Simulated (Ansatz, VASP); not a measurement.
## Two plane-wave programs on ZnO

Contents of INCAR:

```
  ALGO = Normal
  EDIFF = 1E-7
  ENCUT = 520
  GGA = PS
  ISIF = 2
  ISMEAR = 0
  LASPH = True
  LCHARG = False
  LREAL = False
  LWAVE = False
  NBANDS = 26
  NELM = 80
  PREC = Accurate
  SIGMA = 0.05
```

The input KPOINTS:

```
k-points
0
Gamma
  9 9 6
```

The input POSCAR:

```
ZnO
1.0
    3.1754479730      0.0000000000      0.0000000000
   -1.5877239865      2.7500186130      0.0000000000
    0.0000000000      0.0000000000      5.3992141884
Zn O
2 2
Direct
    0.3333333333      0.6666666667      0.0015754469
    0.6666666667      0.3333333333      0.5015754469
    0.3333333333      0.6666666667      0.4257754335
    0.6666666667      0.3333333333      0.9257754335
```

Input for Ansatz:

```yaml
crystal:
  lattice:
    - [3.175447973, 0.0, 0.0]
    - [-1.5877239865, 2.750018613, 0.0]
    - [0.0, 0.0, 5.3992141884]
  atoms:
    - { symbol: Zn, position: [0.3333333333, 0.6666666667, 0.0015754469] }
    - { symbol: Zn, position: [0.6666666667, 0.3333333333, 0.5015754469] }
    - { symbol: O, position: [0.3333333333, 0.6666666667, 0.4257754335] }
    - { symbol: O, position: [0.6666666667, 0.3333333333, 0.9257754335] }
basis:
  ecutwfc: 520.0
kpoints:
  mp_grid: { grid: [9, 9, 6] }
hamiltonian:
  xc: pbesol
  pseudopotentials: { kind: paw, azcp: { folder: soft_1 } }
scf:
  occupations: { method: gaussian, width: 0.05 }
output:
  forces: true
  stress: true
  eigenvalues: true
```

Alike in both runs: task single point; functional PBEsol; k mesh 9 × 9 × 6; occupations gaussian, width 0.05 eV; no spin polarisation.

|  | VASP | Ansatz |
| --- | --- | --- |
| version | VASP 6.6.1 | Ansatz 0.2.0 |
| potentials or method | VASP PAW PBE potentials, release 64 (Zn, O), cutoff 520 eV | scalar-relativistic, plane waves, PAW |
| valence electrons in the cell | 36 | 36 |

VASP gave:

- gap on the k mesh at the Fermi level (eV): 0.72
- least direct gap on the mesh (eV): 0.72
- pressure (GPa): 7.8
- traceless stress, the component that is largest in VASP (GPa): -14.55
- rms of the force components (eV/Å): 0.460

**Question.** What did Ansatz give for the same quantities?

**Answer.** gap on the k mesh at the Fermi level (eV): 0.72; least direct gap on the mesh (eV): 0.72; pressure (GPa): 6.7; traceless stress, the component that is largest in VASP (GPa): -13.76; rms of the force components (eV/Å): 0.439.

VASP's potentials were made for PBE, not for PBEsol, and Ansatz warns of the same on its side. Atom by atom the forces differ by 0.021 eV/Å (rms over components).
